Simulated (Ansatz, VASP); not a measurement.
## Two plane-wave programs on CdSe

Contents of INCAR:

```
SYSTEM = CdSe
PREC = Accurate
ENCUT = 520
EDIFF = 1E-6
ISMEAR = 0
SIGMA = 0.01
LREAL = .False.
LASPH = .True.
NELM = 60
ALGO = Normal
ISIF = 2
LWAVE = .False.
LCHARG = .False.
GGA = PE
NBANDS = 16
```

File KPOINTS:

```
Automatic mesh
0
Gamma
  6 6 6
  0 0 0
```

File POSCAR:

```
CdSe
1.0
    0.0000000000      3.0982259964      3.0982259964
    3.0982259964      0.0000000000      3.0982259964
    3.0982259964      3.0982259964      0.0000000000
Cd Se
1 1
Direct
    0.0000000000      0.0000000000      0.0000000000
    0.2500000000      0.2500000000      0.2500000000
```

Input for Ansatz:

```yaml
crystal:
  lattice:
    - [0.0, 3.0982259964, 3.0982259964]
    - [3.0982259964, 0.0, 3.0982259964]
    - [3.0982259964, 3.0982259964, 0.0]
  atoms:
    - { symbol: Cd, position: [0.0, 0.0, 0.0] }
    - { symbol: Se, position: [0.25, 0.25, 0.25] }
kpoints:
  mp_grid: { grid: [6, 6, 6] }
hamiltonian:
  xc: pbe
scf:
  occupations: { method: fixed }
  n_extra_bands: 4
output:
  forces: true
  stress: true
  eigenvalues: true
```

Alike in both runs: task single point; functional PBE; k mesh 6 × 6 × 6; no spin polarisation.

|  | VASP | Ansatz |
| --- | --- | --- |
| version | VASP 6.6.1 | Ansatz 0.2.0 |
| potentials or method | VASP PAW PBE potentials, release 64 (Cd, Se) | plane waves, PAW |
| plane-wave cutoff (eV) | 520 | 420 |
| occupations | gaussian, width 0.01 eV | fixed |
| valence electrons in the cell | 18 | 36 |

Ansatz gave:

| Property | Result |
| --- | --- |
| gap on the k mesh at the Fermi level (eV) | 0.49 |
| pressure (GPa) | 0.0 |

Which values does VASP return?

gap on the k mesh at the Fermi level (eV): 0.49; pressure (GPa): 0.2.

VASP's potentials hold 18 valence electrons a cell and Ansatz's 36, so a difference there can come from the potentials and not from the codes.
